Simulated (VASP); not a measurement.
# TiC (I4/mmm) in VASP: a series of runs

TiC is run at these levels: PBE; tasks: single point.

Everything below comes from runs of VASP 6.6.1. Logs are shortened: lines on timing, memory, paths and dates and some standing lists are left out, and cuts for length are marked.

**1. The cell of the first run**

It takes space group I4/mmm (No. 139, tetragonal). Conventional cell: a = 3.060 Å, b = 3.060 Å, c = 4.220 Å, α = 90.00°, β = 90.00°, γ = 90.00°. Ti (site symmetry 4/mmm) has 6 C at 2.11 to 2.16 Å within 2.8 Å. C (site symmetry 4/mmm) has 6 Ti at 2.11 to 2.16 Å within 2.8 Å.

**2. Single point, PBE (strain -0.0250 x Voigt [0, 0, 1, 0, 0, 0])**

INCAR reads:

```
ALGO = Normal
EDIFF = 1E-6
ENCUT = 520
GGA = PE
ISIF = 2
ISMEAR = 0
LASPH = T
LCHARG = F
LREAL = F
LWAVE = F
NBANDS = 15
NELM = 60
PREC = Accurate
SIGMA = 0.15
```

KPOINTS reads:

```
k-points
0
Gamma
  18 18 18
```

POSCAR reads:

```
TiC
1.0
    0.0000000000      2.1640000000      2.1099000000
    2.1640000000      0.0000000000      2.1099000000
    2.1640000000      2.1640000000      0.0000000000
Ti C
1 1
Direct
    0.0000000000      0.0000000000      0.0000000000
    0.5000000000      0.5000000000      0.5000000000
```

Potentials or basis: VASP PAW PBE potentials, release 64 (Ti_sv, C).

Run with:

```sh
> cat potpaw_PBE.64/Ti_sv/POTCAR potpaw_PBE.64/C/POTCAR > POTCAR
> mpirun -np 1 vasp_std > vasp.out
```

OUTCAR:

```text
EDIFF = 1E-6
   ENCUT = 520
   GGA = PE
   ISIF = 2
   ISMEAR = 0
   LASPH = T
   LREAL = F
   NELM = 60
   PREC = Accurate

 ion  position               nearest neighbor table
   1  0.000  0.000  0.000-   2 2.11   2 2.11   2 2.16   2 2.16   2 2.16   2 2.16
   2  0.500  0.500  0.500-   1 2.11   1 2.11   1 2.16   1 2.16   1 2.16   1 2.16

  LATTYP: Found a body centered tetragonal cell.
 ALAT       =     3.0603581490
 C/A-ratio  =     1.3788582233

  Lattice vectors:

 A1 = (   0.0000000000,  -2.1640000000,  -2.1099000000)
 A2 = (   0.0000000000,   2.1640000000,  -2.1099000000)
 A3 = (   2.1640000000,   0.0000000000,   2.1099000000)

Analysis of symmetry for initial positions (statically):
=====================================================================
 Subroutine PRICEL returns:
 Original cell was already a primitive cell.

 Routine SETGRP: Setting up the symmetry group for a
 body centered tetragonal supercell.

 Subroutine GETGRP returns: Found 16 space group operations
 (whereof 16 operations were pure point group operations)
 out of a pool of 16 trial point group operations.

The static configuration has the point symmetry D_4h.

Analysis of symmetry for dynamics (positions and initial velocities):
=====================================================================
 Subroutine PRICEL returns:
 Original cell was already a primitive cell.

 Routine SETGRP: Setting up the symmetry group for a
 body centered tetragonal supercell.

 Subroutine GETGRP returns: Found 16 space group operations
 (whereof 16 operations were pure point group operations)
 out of a pool of 16 trial point group operations.

The dynamic configuration has the point symmetry D_4h.

 Subroutine INISYM returns: Found 16 space group operations
 (whereof 16 operations are pure point group operations),
 and found     1 'primitive' translations

----------------------------------------------------------------------------------------

                                     Primitive cell

  volume of cell :      19.7609

  direct lattice vectors                    reciprocal lattice vectors
     0.000000000  2.164000000  2.109900000    -0.231053604  0.231053604  0.236978056
     2.164000000  0.000000000  2.109900000     0.231053604 -0.231053604  0.236978056
     2.164000000  2.164000000  0.000000000     0.231053604  0.231053604 -0.236978056

  length of vectors
     3.022345779  3.022345779  3.060358149     0.403646052  0.403646052  0.403646052

  position of ions in fractional coordinates (direct lattice)
     0.000000000  0.000000000  0.000000000
     0.500000000  0.500000000  0.500000000

  ion indices of the primitive-cell ions
   primitive index   ion index
                 1           1
                 2           2

----------------------------------------------------------------------------------------

 KPOINTS: k-points

Automatic generation of k-mesh.
 Grid dimensions read from file:
 generate k-points for:   18   18   18

 Generating k-lattice:

  Cartesian coordinates                     Fractional coordinates (reciprocal lattice)
    -0.012836311  0.012836311  0.013165448     0.055555556 -0.000000000  0.000000000
     0.012836311 -0.012836311  0.013165448    -0.000000000  0.055555556  0.000000000
     0.012836311  0.012836311 -0.013165448     0.000000000  0.000000000  0.055555556

  Length of vectors
     0.022424781  0.022424781  0.022424781

  Shift w.r.t. Gamma in fractional coordinates (k-lattice)
     0.000000000  0.000000000  0.000000000

 Subroutine IBZKPT returns following result:
 ===========================================

 Found    480 irreducible k-points:

 Following reciprocal coordinates:
            Coordinates               Weight
  0.000000  0.000000  0.000000      1.000000
  0.055556 -0.000000  0.000000      8.000000
  0.111111 -0.000000  0.000000      8.000000
  0.166667 -0.000000  0.000000      8.000000
  0.222222 -0.000000  0.000000      8.000000
  0.277778 -0.000000  0.000000      8.000000
[... 16 lines left out ...]
 -0.277778  0.055556  0.000000      8.000000
 -0.222222  0.055556  0.000000      8.000000
 [... further k-points ...]
   k-points           NKPTS =    480   k-points in BZ     NKDIM =    480   number of bands    NBANDS=     15
   number of dos      NEDOS =    301   number of ions     NIONS =      2
   total plane-waves  NPLWV =  13824
   dimension x,y,z NGX =    24 NGY =   24 NGZ =   24
   dimension x,y,z NGXF=    48 NGYF=   48 NGZF=   48
   ions per type =               1   1
   NGX,Y,Z   is equivalent  to a cutoff of  13.20, 13.20, 13.04 a.u.
   NGXF,Y,Z  is equivalent  to a cutoff of  26.40, 26.40, 26.07 a.u.
 SYSTEM =  unknown system
   PREC   = accura    normal or accurate (medium, high low for compatibility)
   ISTART =      0    job   : 0-new  1-cont  2-samecut
   ICHARG =      2    charge: 1-file 2-atom 10-const
   ISPIN  =      1    spin polarized calculation?
   LNONCOLLINEAR =      F non collinear calculations
   LSORBIT =      F    spin-orbit coupling
   LASPH  =      T    aspherical Exc in radial PAW
   ENCUT  =  520.0 eV  38.22 Ry    6.18 a.u.   5.62  5.62  5.69*2*pi/ulx,y,z
   NELM   =     60;   NELMIN=  2; NELMDL= -5     # of ELM steps
   EDIFF  = 0.1E-05   stopping-criterion for ELM
   LREAL  =      F    real-space projection
   EDIFFG = 0.1E-04   stopping-criterion for IOM
   NSW    =      0    number of steps for IOM
   IBRION =     -1    ionic relax: 0-MD 1-quasi-New 2-CG
   NFREE  =      0    steps in history (QN), initial steepest desc. (CG)
   ISIF   =      2    stress and relaxation
   ISYM   =      2    0-nonsym 1-usesym 2-fastsym
   POTIM  = 0.5000    time-step for ionic-motion
   TEBEG  =    0.0;   TEEND  =   0.0 temperature during run
   PSTRESS=    0.0 pullay stress
   NELECT =      16.0000    total number of electrons
   NUPDOWN=      -1.0000    fix difference up-down
   EMIN   =  10.00;   EMAX   =-10.00  energy-range for DOS
   EFERMI =   0.00;   METHOD = LEGACY
   ISMEAR =     0;   SIGMA  =   0.15  broadening in eV -4-tet -1-fermi 0-gaus
   EFERMI_NEDOS =   21; number of points for ismear=-14 and -15
   IALGO  =     38    algorithm
   IMIX   =      4    mixing-type and parameters
     AMIX     =   0.40;   BMIX     =  1.00
     AMIX_MAG =   1.60;   BMIX_MAG =  1.00
  volume/ion in A,a.u.               =       9.88        66.68
  Fermi-wavevector in a.u.,A,eV,Ry     =   1.525853  2.883444 31.677457  2.328227
  Thomas-Fermi vector in A             =   2.633966
   LORBIT       =      0    0 simple, 1 ext, 2 COOP (PROOUT), +10 PAW based schemes
   GGA     = PE    functional components
   LHFCALC =     F    Hartree Fock is set to
   AEXX    =    0.0000 exact exchange contribution
   IVDW    =     0    specifies the selected vdW correction
   LEPSILON=     F    determine dielectric tensor
   LRPA    =     F    only Hartree local field effects (RPA)
 non-spin polarized calculation
 Gauss-broadening in eV      SIGMA  =   0.15
  energy-cutoff  :      520.00
  volume of cell :       19.76
 maximum number of plane-waves:       547
   NGX = 11   NGY = 11   NGZ = 11

 number of electron      16.0000003 magnetization

 Free energy of the ion-electron system (eV)
  ---------------------------------------------------
  ext. energy  EPLUGINS =         0.00000000
  ---------------------------------------------------
  free energy    TOTEN  =       -18.68447251 eV

  energy without entropy =      -18.68109550  energy(sigma->0) =      -18.68278401

 E-fermi :   9.7496     XC(G=0): -12.8408

 val. band max:        9.7475228123   @ k =   0.3889   0.3333   0.0556
 cond. band min:       9.7610428897   @ k =   0.4444   0.0000   0.4444
 fundamental gap:      0.0135200774
 Fermi energy:         9.7495587139

 k-point     1 :       0.0000    0.0000    0.0000
  band No.  band energies     occupation
      1     -46.7650      2.00000
      2     -22.7846      2.00000
      3     -22.7846      2.00000
      4     -22.7535      2.00000
      5      -2.7856      2.00000
      6      10.3831      0.00000
      7      10.3831      0.00000
      8      10.5759      0.00000
      9      11.4171      0.00000
     10      11.4186      0.00000
     11      11.4186      0.00000
     12      11.5271      0.00000
     13      11.5950      0.00000
     14      20.6537      0.00000
     15      23.8918      0.00000

 k-point     2 :       0.0556   -0.0000    0.0000
  band No.  band energies     occupation
      1     -46.7625      2.00000
      2     -22.7977      2.00000
      3     -22.7866      2.00000
      4     -22.7590      2.00000
      5      -2.7130      2.00000
      6      10.0576      0.00368
      7      10.2227      0.00001
      8      10.3738      0.00000
      9      10.7836      0.00000
     10      10.8639      0.00000
     11      11.6693      0.00000
     12      12.3200      0.00000
     13      12.4776      0.00000
     14      20.7797      0.00000
     15      23.9321      0.00000

 k-point     3 :       0.1111   -0.0000    0.0000
  band No.  band energies     occupation
      1     -46.7554      2.00000
      2     -22.8433      2.00000
      3     -22.7921      2.00000
      4     -22.7666      2.00000
      5      -2.4990      2.00000
      6       9.3041      1.99997
      7       9.5639      1.91989
      8       9.6846      1.45969
      9      10.7999      0.00000
     10      10.8714      0.00000
     11      11.9835      0.00000
     12      13.2773      0.00000
     13      13.4610      0.00000
     14      21.0996      0.00000
     15      23.9912      0.00000
[... 343 lines left out ...]
 k-point    23 :      -0.2778    0.0556    0.0000
  band No.  band energies     occupation
      1     -46.7109      2.00000
      2     -23.1299      2.00000
      3     -22.8189      2.00000
      4     -22.8097      2.00000
      5      -0.9392      2.00000
      6       6.1376      2.00000
      7       7.4564      2.00000
      8       7.7467      2.00000
      9      11.6809      0.00000
     10      12.0536      0.00000
     11      13.0043      0.00000
     12      16.0682      0.00000
     13      16.7525      0.00000
     14      20.6224      0.00000
     15      24.8896      0.00000

 k-point    24 :      -0.2222    0.0556    0.0000
  band No.  band energies     occupation
      1     -46.7250      2.00000
      2     -23.0389      2.00000
      3     -22.8076      2.00000
      4     -22.8011      2.00000
      5      -1.4971      2.00000
      6       7.0548      2.00000
      7       7.9144      2.00000
      8       8.2524      2.00000
      9      11.2809      0.00000
     10      11.7480      0.00000
     11      12.7205      0.00000
     12      15.1949      0.00000
     13      15.9615      0.00000
     14      21.3149      0.00000
     15      24.3127      0.00000

 [... further k-points ...]

------------------------ aborting loop because EDIFF is reached ----------------------------------------

  FORCE on cell =-STRESS in cart. coord.  units (eV):
  Direction    XX          YY          ZZ          XY          YZ          ZX
  --------------------------------------------------------------------------------------
  -------------------------------------------------------------------------------------
  Total        0.5250917      0.5250917      1.9719257      0.0000000     -0.0000000      0.0000000
  in kB       42.5735004     42.5735004    159.8802239      0.0000000     -0.0000000      0.0000000
  external PRESSURE =      81.6757416 kB  Pullay stress =       0.0000000 kB

 VOLUME and BASIS-vectors are now :
 -----------------------------------------------------------------------------
  energy-cutoff  :      520.00
  volume of cell :       19.76
      direct lattice vectors                 reciprocal lattice vectors
     0.000000000  2.164000000  2.109900000    -0.231053604  0.231053604  0.236978056
     2.164000000  0.000000000  2.109900000     0.231053604 -0.231053604  0.236978056
     2.164000000  2.164000000  0.000000000     0.231053604  0.231053604 -0.236978056

 POSITION                                       TOTAL-FORCE (eV/Angst)
 -----------------------------------------------------------------------------------
      0.00000      0.00000      0.00000        -0.000000     -0.000000      0.000000
      2.16400      2.16400      2.10990         0.000000      0.000000     -0.000000
 -----------------------------------------------------------------------------------
    total drift:                                0.000000     -0.000000     -0.000000

  FREE ENERGIE OF THE ION-ELECTRON SYSTEM (eV)
  ---------------------------------------------------
  free  energy   TOTEN  =       -18.6844725060 eV

  energy  without entropy=      -18.6810955048  energy(sigma->0) =      -18.68278401
```

Wall time 3.6 min (1 thread of AMD EPYC 7R13, shared host); peak memory 0.23 GiB.

What came out:

- Free energy: -18.6845 eV
- Pressure: 8.2 GPa
- Band gap on the k mesh: zero (band 8 reaches 10.58 eV, above the bottom of band 9 at 9.15 eV)

Levels at points of the mesh, in eV from the Fermi level:
```
           k point  band 5  band 6  band 7  band 8  band 9  band 10  band 11  band 12
(0.00, 0.00, 0.00)  -12.54    0.63    0.63    0.83    1.67     1.67     1.67     1.78
(0.50, 0.00, 0.00)   -8.92   -5.97   -3.02   -2.98    2.96     3.08     4.26     8.23
(0.50, 0.50, 0.00)  -10.20   -3.26   -1.74   -0.15   -0.15     2.81     3.66     3.66
(0.50, 0.00, 0.50)  -10.25   -3.55   -1.69    0.03    0.06     2.79     3.56     3.72
```

Caveat: the cell differs from its parent crystal (strain -0.0250 x Voigt [0, 0, 1, 0, 0, 0]).

**3. Single point, PBE (strain +0.0250 x Voigt [0, 0, 1, 0, 0, 0])**

INCAR reads:

```
  PREC = Accurate
  ENCUT = 520
  EDIFF = 1E-6
  ISMEAR = 0
  SIGMA = 0.15
  LREAL = False
  LASPH = True
  NELM = 80
  ALGO = Normal
  ISIF = 2
  LWAVE = False
  LCHARG = False
  GGA = PE
  NBANDS = 15
```

KPOINTS reads:

```
Automatic mesh
0
Gamma
  18 18 18
```

POSCAR reads:

```
TiC
1.0
    0.0000000000      2.1640000000      2.2181000000
    2.1640000000      0.0000000000      2.2181000000
    2.1640000000      2.1640000000      0.0000000000
Ti C
1 1
Direct
    0.0000000000      0.0000000000      0.0000000000
    0.5000000000      0.5000000000      0.5000000000
```

Potentials or basis: VASP PAW PBE potentials, release 64 (Ti_sv, C).

Run with:

```sh
> cat potpaw_PBE.64/Ti_sv/POTCAR potpaw_PBE.64/C/POTCAR > POTCAR
> mpirun -np 1 vasp_std > vasp.out
```

It took 3.9 min on 1 thread of AMD EPYC 7R13, shared host; peak memory 0.23 GiB.

The run converged. Its results:

| Item | Value |
| --- | --- |
| Free energy | -18.6957 eV |
| Pressure | -4.7 GPa |
| Band gap on the k mesh | zero (band 8 reaches 9.90 eV, above the bottom of band 9 at 8.67 eV) |

Stress tensor (GPa, compression positive):
```
 -1.90   0.00   0.00
  0.00  -1.90   0.00
  0.00   0.00 -10.29
```

Levels at points of the mesh, in eV from the Fermi level:
| k point | band 6 | band 7 | band 8 | band 9 | band 10 | band 11 |
| --- | --- | --- | --- | --- | --- | --- |
| (0.00, 0.00, 0.00) | 0.56 | 0.74 | 0.74 | 1.55 | 1.59 | 1.67 |
| (0.50, 0.00, 0.00) | -5.74 | -2.86 | -2.81 | 2.77 | 2.87 | 3.97 |
| (0.50, 0.50, 0.00) | -3.58 | -1.53 | 0.06 | 0.06 | 2.62 | 3.38 |
| (0.50, 0.00, 0.50) | -3.33 | -1.57 | -0.12 | -0.12 | 2.61 | 3.33 |

Caveat: the cell differs from its parent crystal (strain +0.0250 x Voigt [0, 0, 1, 0, 0, 0]).

(Continued in part 2 of 2.)
